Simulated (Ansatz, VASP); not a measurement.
**V in VASP and in Ansatz**

```
CELL_PARAMETERS angstrom
2.61052 0.00000 0.00000
-1.30526 2.26078 0.00000
0.00000 0.00000 16.41057
ATOMIC_POSITIONS crystal
V 0.00000 0.00000 0.00000
V 0.33333 0.66667 0.14286
V 0.66667 0.33333 0.28571
V 0.33333 0.66667 0.42857
V 0.66667 0.33333 0.57143
V 0.00000 0.00000 0.71429
V 0.66667 0.33333 0.85714
```

Alike in both runs: task relaxation of cell and atoms; functional PBE; k mesh 18 × 18 × 3; occupations gaussian, width 0.1 eV; no spin polarisation.

```csv
,VASP,Ansatz
version,VASP 6.6.1,Ansatz 0.2.0
potentials or method,"VASP PAW PBE potentials, release 64 (V_sv), cutoff 600 eV","scalar-relativistic, plane waves, PAW"
valence electrons in the cell,91,91
```

|  | VASP | Ansatz | Ansatz less VASP |
| --- | --- | --- | --- |
| gap on the k mesh at the Fermi level, each at its own relaxed structure (eV) | none | none | - |
| relaxed volume (Å³/atom) | 13.86 | 13.85 | -0.013 |
| relaxed length of the cell vector where the two differ most in proportion (Å) | 2.618 | 2.617 | -0.0009 |

A gap of «none» marks a metal or a gap that the smearing closes.
